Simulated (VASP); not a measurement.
Input of a VASP 6.6.1 run:

The input INCAR:

```
SYSTEM = CdSe
ALGO = Normal ; EDIFF = 1E-6
ENCUT = 520 ; GGA = PS
ISIF = 2 ; ISMEAR = 0
LASPH = .True. ; LCHARG = .True.
LELF = .True. ; LREAL = .False.
LVHAR = .True. ; LWAVE = .False.
NBANDS = 16 ; NELM = 60
PREC = Accurate ; SIGMA = 0.05
```

The input KPOINTS:

```
k-points
0
Gamma
  10 10 10
  0 0 0
```

POSCAR

```
CdSe
1.0
    0.0000000000      2.8695991865      2.8695991865
    2.8695991865      0.0000000000      2.8695991865
    2.8695991865      2.8695991865      0.0000000000
Cd Se
1 1
Direct
    0.0000000000      0.0000000000      0.0000000000
    0.7500000000      0.7500000000      0.7500000000
```

Potentials or basis: VASP PAW PBE potentials, release 64 (Cd, Se).

Command:

```console
$ cat potpaw_PBE.64/Cd/POTCAR potpaw_PBE.64/Se/POTCAR > POTCAR
$ mpirun -np 1 vasp_std > vasp.out
```

What does it give for the band gap on the k mesh?

0.82 eV, direct.

Estimate the pressure.

14.4 GPa.

Caveat: the PAW data sets were made with another functional, which shifts forces and pressure a little. As with any semilocal functional, this PBEsol gap is likely too small.
